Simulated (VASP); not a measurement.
Al2O3: single point with r2SCAN

Al2O3:

```
Al O
1.0
     2.88432    0.00000    0.00000
    -1.44216    2.49790    0.00000
     0.00000    0.00000    9.33675
Al O
2 3
Direct
  0.00000 0.00000 0.85001
  0.00000 0.00000 0.14999
  0.33333 0.66667 0.77768
  0.66667 0.33333 0.00000
  0.33333 0.66667 0.22232
```

```json
{
  "Program": "VASP 6.6.1",
  "Task": "single point",
  "Functional": "r2SCAN",
  "Potentials or basis": "VASP PAW PBE potentials, release 64 (Al, O)",
  "Cutoff": "520 eV",
  "k mesh": "9 × 9 × 3",
  "Occupations": "methfessel-paxton, width 0.01 eV",
  "Spin": "no spin polarisation",
  "Dipole correction": "no",
  "Further INCAR settings": "ALGO = Normal; EDIFF = 1e-06; NBANDS = 20"
}
```

The pressure is -4.7 GPa and the largest force is 0.435 eV/Å. The band gap on the k mesh is 5.59 eV, indirect (least direct gap 5.83 eV).

Forces on the atoms (eV/Å):
```
Al   0.000  0.000 -0.148
Al   0.000  0.000  0.148
O    0.000  0.000  0.435
O    0.000  0.000  0.000
O    0.000  0.000 -0.435
```

Stress tensor (GPa, compression positive):
```
-5.27  0.00  0.00
 0.00 -5.27  0.00
 0.00  0.00 -3.52
```

Levels at points of the mesh, in eV from the valence-band top:
```csv
k point,band 10,band 11,band 12,band 13,band 14,band 15
"(0.00, 0.00, 0.00)",-0.56,-0.56,-0.23,5.59,8.28,8.75
```

Run time: 81 s on 1 thread of Intel(R) Xeon(R) 6975P-C (Granite Rapids), on a shared host, peak memory 0.2 GiB.

Caveat: the PAW data sets were made with another functional, which shifts forces and pressure a little. A k mesh can miss the band edges.
